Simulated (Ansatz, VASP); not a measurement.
# One calculation of Co, two programs

```
Co
1.0
     0.00000    1.74278    1.74278
     1.74278    0.00000    1.74278
     1.74278    1.74278    0.00000
Co
1
Cartesian
  0.0000 0.0000 0.0000
```

Alike in both runs: functional RPBE; k mesh 15 × 15 × 15; occupations fermi-dirac, width 0.1 eV; no spin polarisation.

Ansatz relaxed the structure, and its values are those at the end. VASP's run is a single point on that final structure, the one shown.

|  | VASP | Ansatz |
| --- | --- | --- |
| version | VASP 6.6.1 | Ansatz 0.2.0 |
| potentials or method | VASP PAW PBE potentials, release 64 (Co), cutoff 600 eV | plane waves (420 eV) with PAW, scalar-relativistic |
| valence electrons in the cell | 9 | 17 |

Ansatz gave:

| Property | Result |
| --- | --- |
| pressure (GPa) | 0.0 |

Estimate VASP's values.

pressure (GPa): -0.6.

VASP's potentials were made for PBE, not for RPBE. VASP's potentials hold 9 valence electrons a cell and Ansatz's 17, so a difference there can come from the potentials and not from the codes.
